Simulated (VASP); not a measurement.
# Si16Ge (a cell with a defect) in VASP: further runs, part 2 of 2

VASP 6.6.1. Earlier steps stand in the parts before.

### Step 4. Single point, PBEsol

Input file INCAR:

```
SYSTEM = Si16Ge
  PREC = Accurate
  ENCUT = 520
  EDIFF = 1E-6
  ISMEAR = -1
  SIGMA = 0.05
  LREAL = Auto
  LASPH = .True.
  NELM = 60
  ALGO = Normal
  ISIF = 2
  LWAVE = .False.
  LCHARG = .False.
  GGA = PS
  NBANDS = 53
```

Input file KPOINTS:

```
regular mesh
0
Gamma
  2 2 2
  0 0 0
```

Input file POSCAR:

```
Si16Ge
1.0
    0.0000000000      5.4300000000      5.4300000000
    5.4300000000      0.0000000000      5.4300000000
    5.4300000000      5.4300000000      0.0000000000
Si Ge
16 1
Direct
   -0.0420070902      0.0145792818      0.0135980663
    0.1196155617      0.1171505525      0.1161805709
    0.0122242173     -0.0277317680      0.5076428177
    0.1196169429      0.1171508287      0.6468220994
    0.0122092081      0.5086191529     -0.0287324125
    0.1196112339      0.6478009208      0.1161793738
    0.0122127993      0.5086098527      0.5076733886
    0.1751693370      0.6088636280      0.6078656538
    0.4907519337     -0.0005677716     -0.0015506446
    0.5845300184      0.1390644567      0.1380874770
    0.4907546041     -0.0005700737      0.5111361878
    0.6329209024      0.1122325046      0.6273089319
    0.4907435543      0.5121122468     -0.0015439227
    0.6329054328      0.6282918048      0.1112511050
    0.5426940147      0.4863465009      0.4853638122
    0.6329091160      0.6282883057      0.6273197974
    0.9422672192      0.3531790055      0.3521561694
```

Command:

```
cat potpaw_PBE.64/Si/POTCAR potpaw_PBE.64/Ge_d/POTCAR > POTCAR
mpirun -np 1 vasp_std > vasp.out
```

It took 3.7 min on 1 thread of AMD EPYC 7R43 (Zen 3), shared host; peak memory 0.46 GiB.

Results (log left out):

```yaml
Free_energy: -92.6175 eV
Pressure: 4.2 GPa
Largest_force: 0.379 eV/Å
Band_gap_on_the_k_mesh: zero (bands 39 and 40 overlap by 0.20 eV)
```

Forces on the atoms (eV/Å):
```
Si  -0.067  0.066  0.069
Si   0.002  0.040  0.040
Si   0.000  0.000  0.046
Si  -0.039 -0.003  0.041
Si   0.000  0.045  0.000
Si  -0.040  0.039 -0.002
Si  -0.044  0.000  0.001
Si   0.046 -0.045 -0.049
Si  -0.014  0.034  0.035
Si  -0.079  0.079  0.078
Si  -0.034  0.013  0.034
Si   0.009 -0.009  0.010
Si  -0.034  0.034  0.014
Si   0.008  0.011 -0.010
Si   0.078 -0.078 -0.077
Si  -0.010 -0.008 -0.010
Ge   0.219 -0.219 -0.219
```

Stress tensor (GPa, compression positive):
```
 4.18  0.43  0.43
 0.43  4.18 -0.43
 0.43 -0.43  4.18
```

Levels at points of the mesh, in eV from the Fermi level:
```csv
k point,band 35,band 36,band 37,band 38,band 39,band 40,band 41,band 42,band 43,band 44
"(0.00, 0.00, 0.00)",-1.52,-0.87,-0.61,-0.61,-0.41,-0.14,-0.14,0.06,0.06,0.54
"(0.50, 0.00, 0.00)",-1.34,-1.34,-1.32,-1.32,-0.32,0.40,0.40,1.10,1.10,1.15
"(0.00, 0.50, 0.00)",-1.41,-1.40,-1.39,-1.19,-0.17,0.27,0.75,0.78,0.87,1.26
"(0.00, 0.00, 0.50)",-1.41,-1.40,-1.39,-1.19,-0.17,0.27,0.75,0.78,0.87,1.26
"(0.50, 0.50, 0.50)",-1.41,-1.40,-1.39,-1.19,-0.17,0.27,0.75,0.78,0.87,1.26
"(0.50, 0.50, 0.00)",-2.02,-1.88,-1.75,-1.11,0.06,0.59,1.13,1.22,1.33,1.89
"(0.00, 0.50, 0.50)",-2.02,-1.88,-1.75,-1.11,0.06,0.59,1.13,1.22,1.33,1.89
"(0.50, 0.00, 0.50)",-2.02,-1.88,-1.75,-1.11,0.06,0.59,1.13,1.22,1.33,1.89
```

Caveat: the k points lie up to 0.50 Å⁻¹ apart; the PAW data sets were made with another functional, which shifts forces and pressure a little.

### Step 5. Single point, PBEsol

Input file INCAR:

```
SYSTEM = Si16Ge
ALGO = Normal ; EDIFF = 1E-7
ENCUT = 520 ; GGA = PS
ISIF = 2 ; ISMEAR = -1
LASPH = .True. ; LCHARG = .False.
LREAL = Auto ; LWAVE = .False.
NBANDS = 53 ; NELM = 80
PREC = Accurate ; SIGMA = 0.05
```

Input file KPOINTS:

```
k-points
0
Gamma
  2 2 2
  0 0 0
```

Input file POSCAR:

```
Si16Ge
1.0
    0.0000000000      5.4300000000      5.4300000000
    5.4300000000      0.0000000000      5.4300000000
    5.4300000000      5.4300000000      0.0000000000
Si Ge
16 1
Direct
   -0.0676713628      0.0231452118      0.0221279006
    0.1130064457      0.1151898711      0.1141703499
    0.0120806630     -0.0379865562      0.5128173112
    0.1130082873      0.1151885820      0.6573626151
    0.0120859116      0.5138337937     -0.0390037753
    0.1130024862      0.6583824125      0.1141717311
    0.0120848987      0.5138349908      0.5128138122
    0.2025610497      0.5997334254      0.5987179558
    0.4852046961     -0.0009288214     -0.0019310313
    0.5530203499      0.1495759669      0.1485678637
    0.4852064457     -0.0009287293      0.5173863720
    0.6391520258      0.1052940147      0.6276435543
    0.4852003683      0.5183972376     -0.0019322284
    0.6391586556      0.6286461326      0.1042853591
    0.5840889503      0.4725523020      0.4715454880
    0.6391573665      0.6286461326      0.6276430018
    1.0483355433      0.3178081031      0.3167937385
```

Command:

```
cat potpaw_PBE.64/Si/POTCAR potpaw_PBE.64/Ge_d/POTCAR > POTCAR
mpirun -np 1 vasp_std > vasp.out
```

Run time: 3.4 min. Hardware: 1 thread of AMD EPYC 7R43 (Zen 3), shared host; peak memory 0.44 GiB.

The run converged. Its results:

```
Free energy            : -92.4848 eV
Pressure               : 3.2 GPa
Largest force          : 0.044 eV/Å
Band gap on the k mesh : 0.15 eV
```

Forces in eV/Å, atoms in the order of the input:
```
Si   0.023 -0.023 -0.023
Si   0.002  0.000  0.000
Si  -0.019  0.019 -0.004
Si   0.000 -0.002  0.000
Si  -0.019 -0.004  0.019
Si   0.001 -0.001 -0.001
Si   0.004  0.019  0.019
Si   0.011 -0.011 -0.011
Si   0.016  0.004  0.005
Si  -0.026  0.026  0.025
Si  -0.004 -0.016  0.005
Si   0.006 -0.006  0.006
Si  -0.004  0.004 -0.016
Si   0.006  0.007 -0.005
Si   0.006 -0.006 -0.007
Si  -0.007 -0.006 -0.005
Ge   0.007 -0.007 -0.006
```

Stress tensor (GPa, compression positive):
```
 3.25  0.69  0.69
 0.69  3.25 -0.69
 0.69 -0.69  3.25
```

Levels at points of the mesh, in eV from the valence-band top:
| k point | band 36 | band 37 | band 38 | band 39 | band 40 | band 41 | band 42 | band 43 |
| --- | --- | --- | --- | --- | --- | --- | --- | --- |
| (0.00, 0.00, 0.00) | -0.84 | -0.29 | -0.26 | -0.26 | 0.15 | 0.15 | 0.50 | 0.50 |
| (0.50, 0.00, 0.00) | -0.99 | -0.91 | -0.91 | -0.04 | 0.63 | 0.63 | 1.39 | 1.48 |
| (0.00, 0.50, 0.00) | -1.14 | -1.06 | -0.52 | -0.16 | 0.47 | 0.95 | 1.10 | 1.30 |
| (0.00, 0.00, 0.50) | -1.14 | -1.06 | -0.52 | -0.16 | 0.47 | 0.95 | 1.10 | 1.30 |
| (0.50, 0.50, 0.00) | -1.51 | -1.38 | -0.37 | 0.00 | 0.64 | 1.62 | 1.67 | 1.99 |
| (0.00, 0.50, 0.50) | -1.51 | -1.38 | -0.37 | 0.00 | 0.64 | 1.62 | 1.67 | 1.99 |

Caveat: the k points lie up to 0.50 Å⁻¹ apart; the PAW data sets were made with another functional, which shifts forces and pressure a little.

### Step 6. Single point, PBEsol

Input file INCAR:

```
PREC = Accurate
ENCUT = 520
EDIFF = 1E-6
ISMEAR = -1
SIGMA = 0.05
LREAL = Auto
LASPH = True
NELM = 80
ALGO = Normal
ISIF = 2
LWAVE = False
LCHARG = False
GGA = PS
NBANDS = 53
```

Input file KPOINTS:

```
Automatic mesh
0
Gamma
  2 2 2
```

Input file POSCAR:

```
Si16Ge
1.0
    0.0000000000      5.4300000000      5.4300000000
    5.4300000000      0.0000000000      5.4300000000
    5.4300000000      5.4300000000      0.0000000000
Si Ge
16 1
Direct
   -0.0512886740      0.0177050645      0.0166341621
    0.1128896869      0.1172786372      0.1162683241
    0.0071799263     -0.0249675875      0.5087414365
    0.1128872928      0.1172902394      0.6532480663
    0.0071765193      0.5097837017     -0.0260104052
    0.1128919890      0.6543186924      0.1162474217
    0.0071774401      0.5097825967      0.5087446593
    0.1735824125      0.6093991713      0.6083562615
    0.4916859116     -0.0019374770     -0.0029695212
    0.5800964088      0.1405634438      0.1395159300
    0.4916827808     -0.0019328729      0.5129126151
    0.6358413444      0.1118851750      0.6259831492
    0.4916909761      0.5139613260     -0.0029773481
    0.6358417127      0.6270179558      0.1108606814
    0.5475318600      0.4847390424      0.4837141805
    0.6358409761      0.6270216390      0.6259763352
    1.1755274401      0.2754403315      0.2743556169
```

Potentials or basis: VASP PAW PBE potentials, release 64 (Si, Ge_d).

Command:

```
cat potpaw_PBE.64/Si/POTCAR potpaw_PBE.64/Ge_d/POTCAR > POTCAR
mpirun -np 1 vasp_std > vasp.out
```

Run time: 4.1 min. Hardware: 1 thread of AMD EPYC 7R43 (Zen 3), shared host; peak memory 0.46 GiB.

Results (log left out):

```yaml
Free_energy: -92.5792 eV
Pressure: 4.1 GPa
Largest_force: 0.452 eV/Å
Band_gap_on_the_k_mesh: zero (bands 39 and 40 overlap by 0.19 eV)
```

Forces on the atoms (eV/Å):
```
Si  -0.019  0.020  0.020
Si   0.037 -0.008 -0.006
Si   0.045 -0.044  0.025
Si   0.008 -0.037 -0.006
Si   0.046  0.024 -0.047
Si   0.008 -0.007 -0.037
Si  -0.025 -0.046 -0.048
Si   0.067 -0.067 -0.068
Si   0.003  0.007  0.007
Si  -0.047  0.048  0.047
Si  -0.007 -0.003  0.007
Si   0.030 -0.030 -0.004
Si  -0.008  0.006 -0.002
Si   0.029 -0.004 -0.030
Si   0.091 -0.091 -0.090
Si   0.004 -0.029 -0.030
Ge  -0.261  0.261  0.261
```

Stress tensor (GPa, compression positive):
```
 4.07  0.57  0.57
 0.57  4.07 -0.57
 0.57 -0.57  4.06
```

Levels at points of the mesh, in eV from the Fermi level:
| k point | band 37 | band 38 | band 39 | band 40 | band 41 | band 42 |
| --- | --- | --- | --- | --- | --- | --- |
| (0.00, 0.00, 0.00) | -0.60 | -0.60 | -0.42 | -0.14 | -0.14 | 0.07 |
| (0.50, 0.00, 0.00) | -1.31 | -1.31 | -0.32 | 0.39 | 0.39 | 1.12 |
| (0.00, 0.50, 0.00) | -1.38 | -1.17 | -0.15 | 0.23 | 0.77 | 0.77 |
| (0.00, 0.00, 0.50) | -1.38 | -1.17 | -0.15 | 0.23 | 0.77 | 0.77 |
| (0.50, 0.50, 0.50) | -1.38 | -1.17 | -0.15 | 0.23 | 0.77 | 0.77 |
| (0.50, 0.50, 0.00) | -1.74 | -1.09 | 0.05 | 0.55 | 1.15 | 1.24 |
| (0.00, 0.50, 0.50) | -1.74 | -1.09 | 0.05 | 0.55 | 1.15 | 1.24 |
| (0.50, 0.00, 0.50) | -1.74 | -1.09 | 0.05 | 0.55 | 1.15 | 1.24 |

Caveat: the k points lie up to 0.50 Å⁻¹ apart; the PAW data sets were made with another functional, which shifts forces and pressure a little.

### Step 7. Summary

```tsv
cell	gap on the mesh (eV)	pressure (GPa)	largest force (eV/Å)
as given, atomic positions A	none	3.8	0.21
as given, atomic positions B	none	4.4	0.27
as given, atomic positions C	none	4.2	0.38
as given, atomic positions D	0.15	3.2	0.04
as given, atomic positions E	none	4.1	0.45
```

Alike in all rows: task single point; level PBEsol; potentials or basis VASP PAW PBE potentials, release 64 (Si, Ge_d); no spin polarisation; k mesh 2 × 2 × 2; cutoff (eV) 520; smearing fermi-dirac 0.05 eV.

Caveats: all runs use coarse meshes; the PAW data sets were made with another functional, which shifts forces and pressure a little.

Absolute energies hang on the potentials; compare differences alone.
